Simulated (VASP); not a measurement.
Here is a VASP 6.6.1 calculation.

POSCAR

```
Cr
1.0
   -1.7080544387      1.7080499108      1.1673968263
    1.7080499108     -1.7080544387      1.1673968263
    2.7742922402      2.7742922402     -1.1674051192
Cr
2
Direct
    0.9999994052      0.0000005948      0.0000000000
    0.7500005948      0.2499994052      0.5000000000
```

INCAR.step1

```
SYSTEM = Cr
ALGO     = Normal         ! electronic algorithm
EDIFF    = 1E-4           ! SCF threshold, eV
ENCUT    = 520            ! plane-wave cutoff, eV
GGA      = PE             ! functional
ISMEAR   = -1             ! smearing method
ISYM     = 0            
LASPH    = .TRUE.         ! aspherical terms in the spheres
LCHARG   = .FALSE.        ! write CHGCAR
LREAL    = .FALSE.        ! projectors in reciprocal space
LWAVE    = .TRUE.         ! write WAVECAR
NBANDS   = 19             ! bands
NELM     = 80             ! most SCF steps
PREC     = Accurate       ! precision mode
SIGMA    = 0.1            ! smearing width, eV
```

Contents of INCAR.step2:

```
SYSTEM = Cr
ALGO     = Normal         ! electronic algorithm
EDIFF    = 1E-6           ! SCF threshold, eV
ENCUT    = 520            ! plane-wave cutoff, eV
ISIF     = 2              ! what is computed and relaxed
ISMEAR   = -1             ! smearing method
ISTART   = 1            
ISYM     = 0            
LASPH    = .TRUE.         ! aspherical terms in the spheres
LCHARG   = .TRUE.         ! write CHGCAR
LELF     = .TRUE.         ! ELF
LMIXTAU  = .TRUE.       
LREAL    = .FALSE.        ! projectors in reciprocal space
LVHAR    = .TRUE.       
LWAVE    = .FALSE.        ! write WAVECAR
METAGGA  = R2SCAN         ! meta-GGA
NBANDS   = 19             ! bands
NELM     = 80             ! most SCF steps
PREC     = Accurate       ! precision mode
SIGMA    = 0.1            ! smearing width, eV
```

The input KPOINTS:

```
k-points
0
G
  17 17 9
  0 0 0
```

Potentials or basis: VASP PAW PBE potentials, release 64 (Cr_pv).

Run with:

```sh
$ cat potpaw_PBE.64/Cr_pv/POTCAR > POTCAR
$ cp INCAR.step1 INCAR
$ mpirun -np 1 vasp_std > vasp.out
$ cp INCAR.step2 INCAR
$ mpirun -np 1 vasp_std > vasp.out
```

(1) What does it give for the band gap on the k mesh?

(2) Predict the pressure.

Answers

(1) zero (bands 12 and 13 overlap by 1.09 eV).

(2) 12.6 GPa.

Caveat: the cell stands under pressure; the PAW data sets were made with another functional, which shifts forces and pressure a little; the run has no spin polarisation, though such a crystal can be magnetic.
